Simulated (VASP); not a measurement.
# Si (Fd-3m) in VASP: single point with r2SCAN

Aim: the single point of Si with r2SCAN.

All numbers are computed with VASP 6.6.1; they aren't measurements. Logs are shortened: lines on timing, memory, paths and dates and some standing lists are left out, and cuts for length are marked.

### Step 1. The cell of the first run

It takes space group Fd-3m (No. 227, cubic). The conventional cell has a = 5.440 Å, b = 5.440 Å, c = 5.440 Å, α = 90.00°, β = 90.00°, γ = 90.00°. Within 3.1 Å of Si (site symmetry -43m) lie 4 Si at 2.36 Å.

### Step 2. Single point, r2SCAN

File POSCAR:

```
Si
1.0
    0.0000000000      2.7200000000      2.7200000000
    2.7200000000      0.0000000000      2.7200000000
    2.7200000000      2.7200000000      0.0000000000
Si
2
Direct
    0.0000000000      0.0000000000      0.0000000000
    0.2500000000      0.2500000000      0.2500000000
```

File INCAR.step1:

```
SYSTEM = Si
PREC     = Accurate       ! precision mode
ENCUT    = 550            ! plane-wave cutoff, eV
ISMEAR   = 0              ! smearing method
SIGMA    = 0.1            ! smearing width, eV
LREAL    = .FALSE.        ! projectors in reciprocal space
LASPH    = .TRUE.         ! aspherical terms in the spheres
NELM     = 120            ! most SCF steps
NBANDS   = 11             ! bands
GGA      = PE             ! functional
ALGO     = Normal         ! electronic algorithm
EDIFF    = 1E-5           ! SCF threshold, eV
LWAVE    = .TRUE.         ! write WAVECAR
LCHARG   = .FALSE.        ! write CHGCAR
GGA_COMPAT= .FALSE.
```

File INCAR.step2:

```
SYSTEM = Si
PREC     = Accurate       ! precision mode
ENCUT    = 550            ! plane-wave cutoff, eV
EDIFF    = 1E-6           ! SCF threshold, eV
ISMEAR   = 0              ! smearing method
SIGMA    = 0.1            ! smearing width, eV
LREAL    = .FALSE.        ! projectors in reciprocal space
LASPH    = .TRUE.         ! aspherical terms in the spheres
NELM     = 120            ! most SCF steps
ALGO     = Normal         ! electronic algorithm
ISIF     = 2              ! what is computed and relaxed
LWAVE    = .FALSE.        ! write WAVECAR
LCHARG   = .TRUE.         ! write CHGCAR
METAGGA  = R2SCAN         ! meta-GGA
LMIXTAU  = .TRUE.       
LELF     = .TRUE.         ! ELF
LVHAR    = .TRUE.       
NBANDS   = 11             ! bands
ISTART   = 1            
GGA_COMPAT= .FALSE.
```

File KPOINTS:

```
Automatic mesh
0
G
  6 6 6
  0 0 0
```

Potentials or basis: VASP PAW PBE potentials, release 64 (Si).

Launch:

```
> cat potpaw_PBE.64/Si/POTCAR > POTCAR
> cp INCAR.step1 INCAR
> mpirun -np 1 vasp_std > vasp.out
> cp INCAR.step2 INCAR
> mpirun -np 1 vasp_std > vasp.out
```

OUTCAR:

```text
SYSTEM = Si
   PREC = Accurate
   ENCUT = 550
   EDIFF = 1E-6
   ISMEAR = 0
   LREAL = .FALSE.
   LASPH = .TRUE.
   NELM = 120
   ISIF = 2
   METAGGA = R2SCAN
   ISTART = 1

 ion  position               nearest neighbor table
   1  0.000  0.000  0.000-   2 2.36   2 2.36   2 2.36   2 2.36
   2  0.250  0.250  0.250-   1 2.36   1 2.36   1 2.36   1 2.36

  LATTYP: Found a face centered cubic cell.
 ALAT       =     5.4400000000

  Lattice vectors:

 A1 = (   0.0000000000,   2.7200000000,   2.7200000000)
 A2 = (   2.7200000000,   0.0000000000,   2.7200000000)
 A3 = (   2.7200000000,   2.7200000000,   0.0000000000)

Analysis of symmetry for initial positions (statically):
=====================================================================
 Subroutine PRICEL returns:
 Original cell was already a primitive cell.

 Routine SETGRP: Setting up the symmetry group for a
 face centered cubic supercell.

 Subroutine GETGRP returns: Found 48 space group operations
 (whereof 24 operations were pure point group operations)
 out of a pool of 48 trial point group operations.

The static configuration has the point symmetry T_d .
 The point group associated with its full space group is O_h .

Analysis of symmetry for dynamics (positions and initial velocities):
=====================================================================
 Subroutine PRICEL returns:
 Original cell was already a primitive cell.

 Routine SETGRP: Setting up the symmetry group for a
 face centered cubic supercell.

 Subroutine GETGRP returns: Found 48 space group operations
 (whereof 24 operations were pure point group operations)
 out of a pool of 48 trial point group operations.

The dynamic configuration has the point symmetry T_d .
 The point group associated with its full space group is O_h .

 Subroutine INISYM returns: Found 48 space group operations
 (whereof 24 operations are pure point group operations),
 and found     1 'primitive' translations

----------------------------------------------------------------------------------------

                                     Primitive cell

  volume of cell :      40.2473

  direct lattice vectors                    reciprocal lattice vectors
     0.000000000  2.720000000  2.720000000    -0.183823529  0.183823529  0.183823529
     2.720000000  0.000000000  2.720000000     0.183823529 -0.183823529  0.183823529
     2.720000000  2.720000000  0.000000000     0.183823529  0.183823529 -0.183823529

  length of vectors
[... 82 lines left out ...]
   TEBEG  =    0.0;   TEEND  =   0.0 temperature during run
   PSTRESS=    0.0 pullay stress
   NELECT =       8.0000    total number of electrons
   NUPDOWN=      -1.0000    fix difference up-down
   EMIN   =  10.00;   EMAX   =-10.00  energy-range for DOS
   EFERMI =   0.00;   METHOD = LEGACY
   ISMEAR =     0;   SIGMA  =   0.10  broadening in eV -4-tet -1-fermi 0-gaus
   EFERMI_NEDOS =   21; number of points for ismear=-14 and -15
   IALGO  =     38    algorithm
   IMIX   =      4    mixing-type and parameters
     AMIX     =   0.40;   BMIX     =  1.00
     AMIX_MAG =   1.60;   BMIX_MAG =  1.00
  volume/ion in A,a.u.               =      20.12       135.80
  Fermi-wavevector in a.u.,A,eV,Ry     =   0.955416  1.805475 12.419671  0.912820
  Thomas-Fermi vector in A             =   2.084252
   LORBIT       =      0    0 simple, 1 ext, 2 COOP (PROOUT), +10 PAW based schemes
   METAGGA = R2SCAN    functional components
   LHFCALC =     F    Hartree Fock is set to
   AEXX    =    0.0000 exact exchange contribution
   IVDW    =     0    specifies the selected vdW correction
   LEPSILON=     F    determine dielectric tensor
   LRPA    =     F    only Hartree local field effects (RPA)
 non-spin polarized calculation
 Gauss-broadening in eV      SIGMA  =   0.10
  energy-cutoff  :      550.00
  volume of cell :       40.25
 maximum number of plane-waves:      1243
 NGX is ok and might be reduce to    30
   NGX = 15   NGY = 15   NGZ = 15

 number of electron       8.0000001 magnetization

 Free energy of the ion-electron system (eV)
  ---------------------------------------------------
  ext. energy  EPLUGINS =         0.00000000
  ---------------------------------------------------
  free energy    TOTEN  =       -17.52881947 eV

  energy without entropy =      -17.52881947  energy(sigma->0) =      -17.52881947

 E-fermi :   6.1198     XC(G=0):  -9.8308

 val. band max:        5.6920286118   @ k =   0.0000   0.0000   0.0000
 cond. band min:       6.6196051934   @ k =   0.5000   0.5000   0.0000
 fundamental gap:      0.9275765816
 Fermi energy:         6.1198395682

 k-point     1 :       0.0000    0.0000    0.0000
  band No.  band energies     occupation
      1      -6.7978      2.00000
      2       5.6920      2.00000
      3       5.6920      2.00000
      4       5.6920      2.00000
      5       8.4466      0.00000
      6       8.4466      0.00000
      7       8.4466      0.00000
      8       9.6193      0.00000
      9      13.8126      0.00000
     10      13.8126      0.00000
     11      14.3660      0.00000
[... 197 lines left out ...]
 k-point    16 :      -0.3333    0.5000    0.1667
  band No.  band energies     occupation
      1      -2.3245      2.00000
      2      -2.3245      2.00000
      3       1.8994      2.00000
      4       1.8994      2.00000
      5       8.7196      0.00000
      6       8.7196      0.00000
      7      12.9340      0.00000
      8      12.9340      0.00000
      9      16.9437      0.00000
     10      16.9437      0.00000
     11      19.4510      0.00000

------------------------ aborting loop because EDIFF is reached ----------------------------------------

  FORCE on cell =-STRESS in cart. coord.  units (eV):
  Direction    XX          YY          ZZ          XY          YZ          ZX
  --------------------------------------------------------------------------------------
  -------------------------------------------------------------------------------------
  Total        0.0138998      0.0138998      0.0138998     -0.0000000      0.0000000     -0.0000000
  in kB        0.5533276      0.5533276      0.5533276     -0.0000000      0.0000000     -0.0000000
  external PRESSURE =       0.5533276 kB  Pullay stress =       0.0000000 kB

 VOLUME and BASIS-vectors are now :
 -----------------------------------------------------------------------------
  energy-cutoff  :      550.00
  volume of cell :       40.25
      direct lattice vectors                 reciprocal lattice vectors
     0.000000000  2.720000000  2.720000000    -0.183823529  0.183823529  0.183823529
     2.720000000  0.000000000  2.720000000     0.183823529 -0.183823529  0.183823529
     2.720000000  2.720000000  0.000000000     0.183823529  0.183823529 -0.183823529

 POSITION                                       TOTAL-FORCE (eV/Angst)
 -----------------------------------------------------------------------------------
      0.00000      0.00000      0.00000        -0.000000     -0.000000     -0.000000
      1.36000      1.36000      1.36000         0.000000      0.000000      0.000000
 -----------------------------------------------------------------------------------
    total drift:                               -0.000000     -0.000000     -0.000000

  FREE ENERGIE OF THE ION-ELECTRON SYSTEM (eV)
  ---------------------------------------------------
  free  energy   TOTEN  =       -17.5288194728 eV

  energy  without entropy=      -17.5288194728  energy(sigma->0) =      -17.52881947
```

OUTCAR.step1:

```text
SYSTEM = Si
   PREC = Accurate
   ENCUT = 550
   ISMEAR = 0
   LREAL = .FALSE.
   LASPH = .TRUE.
[... 437 lines left out ...]
      0.00000      0.00000      0.00000        -0.000000     -0.000000     -0.000000
      1.36000      1.36000      1.36000         0.000000      0.000000      0.000000
 -----------------------------------------------------------------------------------
    total drift:                               -0.000000     -0.000000     -0.000000

  FREE ENERGIE OF THE ION-ELECTRON SYSTEM (eV)
  ---------------------------------------------------
  free  energy   TOTEN  =       -10.8232281204 eV

  energy  without entropy=      -10.8232281139  energy(sigma->0) =      -10.82322812
```

Run time: 40 s. Hardware: 1 thread of Intel Xeon Platinum 8375C at 2.90GHz (Ice Lake), shared host; peak memory 0.16 GiB.

What came out:

```
Free energy            : -17.5288 eV
Pressure               : 0.1 GPa
Band gap on the k mesh : 0.93 eV (least direct gap 2.75 eV)
```

Levels at points of the mesh, in eV from the valence-band top:
| k point | band 2 | band 3 | band 4 | band 5 | band 6 | band 7 |
| --- | --- | --- | --- | --- | --- | --- |
| (0.00, 0.00, 0.00) | 0.00 | 0.00 | 0.00 | 2.75 | 2.75 | 2.75 |
| (0.50, 0.00, 0.00) | -7.24 | -1.27 | -1.27 | 1.87 | 3.59 | 3.59 |
| (0.50, 0.50, 0.00) | -8.14 | -3.00 | -3.00 | 0.93 | 0.93 | 10.84 |

Caveat: the PAW data sets were made with another functional, which shifts forces and pressure a little.
